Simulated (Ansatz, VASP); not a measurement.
**TeF3: VASP beside Ansatz**

```
Te F
1.0
     4.10122    0.00000    0.00000
     0.00000    4.10122    0.00000
     0.00000    0.00000    4.12871
Te F
1 3
Cartesian
  0.0000 0.0000 0.0000
  0.0000 0.0000 1.3900
  0.0000 0.0000 2.7388
  2.0506 2.0506 0.0000
```

Alike in both runs: task single point; functional PBE; k mesh 4 × 4 × 4; occupations gaussian, width 0.1 eV; no spin polarisation.

|  | VASP | Ansatz |
| --- | --- | --- |
| version | VASP 6.6.1 | Ansatz 0.2.0 |
| potentials or method | VASP PAW PBE potentials, release 64 (Te, F), cutoff 520 eV | scalar-relativistic, plane waves, PAW |
| valence electrons in the cell | 27 | 37 |

Ansatz gave:

| Quantity | Value |
| --- | --- |
| gap on the k mesh at the Fermi level (eV) | none |
| rms of the force components (eV/Å) | 10.311 |

Task: Which values does VASP return?

Result: gap on the k mesh at the Fermi level (eV): none; rms of the force components (eV/Å): 8.316.

Atom by atom the forces differ by 1.995 eV/Å (rms over components). A gap of «none» marks a metal or a gap that the smearing closes. VASP's potentials hold 27 valence electrons a cell and Ansatz's 37, so a difference there can come from the potentials and not from the codes.

The k mesh is coarse, so the values compare programs but aren't converged. Spin-orbit coupling is off throughout.
